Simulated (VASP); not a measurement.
Wanted: the native input for a VASP 6.6.1 run.

```yaml
Task: single point
Functional: PBE
Potentials_or_basis: VASP PAW PBE potentials, release 64 (Li_sv)
Cutoff: 520 eV
k_mesh: 15 × 15 × 4
Occupations: gaussian, width 0.1 eV
Spin: no spin polarisation
Dipole_correction: no
Further_INCAR_settings: ALGO = Normal; EDIFF = 1e-06; NBANDS = 14
```

The structure of Li lies in POSCAR:

```
Li
1.0
    3.0348408341      0.0000000000      0.0000000000
   -1.5174204170      2.6282492588      0.0000000000
    0.0000000000      0.0000000000     11.1371987915
Li
4
Direct
    0.0000000000      0.0000000000      0.0000000000
    0.3333333300      0.6666666700      0.2500000000
    0.0000000000      0.0000000000      0.5000000000
    0.6666666700      0.3333333300      0.7500000000
```

This isn't the form of Li at room conditions, which is bcc.

This cell differs from its parent crystal: strained.

These files were run (other wordings do the same):

INCAR

```
SYSTEM = Li
ALGO = Normal ; EDIFF = 1E-6
ENCUT = 520 ; GGA = PE
ISIF = 2 ; ISMEAR = 0
LASPH = .TRUE. ; LCHARG = .FALSE.
LREAL = .FALSE. ; LWAVE = .FALSE.
NBANDS = 14 ; NELM = 80
PREC = Accurate ; SIGMA = 0.1
```

KPOINTS

```
k-points
0
G
  15 15 4
  0 0 0
```

Potentials or basis: VASP PAW PBE potentials, release 64 (Li_sv).

The run is started by

```sh
$ cat potpaw_PBE.64/Li_sv/POTCAR > POTCAR
$ mpirun -np 1 vasp_std > vasp.out
```

It gave:

```yaml
Band_gap_on_the_k_mesh: zero (bands 6 and 7 overlap by 4.37 eV)
```

Caveat: the cell differs from its parent crystal (strained).

Run time: 110 s on 1 thread of Intel Xeon 8259CL (shared host), peak memory 0.23 GiB.
